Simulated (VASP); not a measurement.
Input of a VASP 6.6.1 run:

File INCAR:

```
ALGO = Normal
EDIFF = 1E-6
ENCUT = 520
GGA = PE
ISIF = 2
ISMEAR = 0
ISPIN = 2
LASPH = T
LCHARG = F
LMAXMIX = 4
LORBIT = 11
LREAL = F
LWAVE = F
MAGMOM = 0 0 0.375
NBANDS = 20
NELM = 150
NUPDOWN = 0.375
PREC = Accurate
SIGMA = 0.15
```

The input KPOINTS:

```
k-points
0
Gamma
  14 14 14
```

The input POSCAR:

```
Si2Ni
1.0
    0.0000000000      2.5488268344      2.5488268344
    2.5488268344      0.0000000000      2.5488268344
    2.5488268344      2.5488268344      0.0000000000
Si Ni
2 1
Direct
    0.2500000000      0.2500000000      0.2500000000
    0.7500000000      0.7500000000      0.7500000000
    0.0000000000      0.0000000000      0.0000000000
```

Potentials or basis: VASP PAW PBE potentials, release 64 (Si, Ni).

The run is started by

```sh
$ cat potpaw_PBE.64/Si/POTCAR potpaw_PBE.64/Ni/POTCAR > POTCAR
$ mpirun -np 1 vasp_std > vasp.out
```

**Question.** What does it give for the pressure?

**Answer.** 46.4 GPa.

Caveat: the cell stands under pressure; the total moment is fixed, so each spin has its own Fermi level.
